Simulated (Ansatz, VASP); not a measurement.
**CaH2Pt: VASP beside Ansatz**

```
Ca H Pt
1.0
     3.56130    0.00000    0.00000
    -1.78065    3.08418    0.00000
     0.00000    0.00000    5.96470
Ca H Pt
1 2 1
Direct
  0.00000 0.00000 0.00000
  0.33333 0.66667 0.00000
  0.66667 0.33333 0.00000
  0.00000 0.00000 0.50000
```

Alike in both runs: functional PBE; k mesh 15 × 15 × 8; occupations gaussian, width 0.1 eV; no spin polarisation.

Ansatz relaxed the structure, and its values are those at the end. VASP's run is a single point on that final structure, the one shown.

```csv
,VASP,Ansatz
version,VASP 6.6.1,Ansatz 0.2.0
potentials or method,"VASP PAW PBE potentials, release 64 (Ca_sv, H, Pt), cutoff 520 eV","scalar-relativistic, plane waves, PAW"
valence electrons in the cell,22,30
```

|  | VASP | Ansatz | Ansatz less VASP |
| --- | --- | --- | --- |
| gap on the k mesh at the Fermi level (eV) | none | none | - |
| pressure (GPa) | 0.1 | 0.0 | -0.07 |

A gap of «none» marks a metal or a gap that the smearing closes. The functional is the same, so the differences come from potentials, cutoffs and numerics. VASP's potentials hold 22 valence electrons a cell and Ansatz's 30, so a difference there can come from the potentials and not from the codes.

Spin-orbit coupling is off throughout.
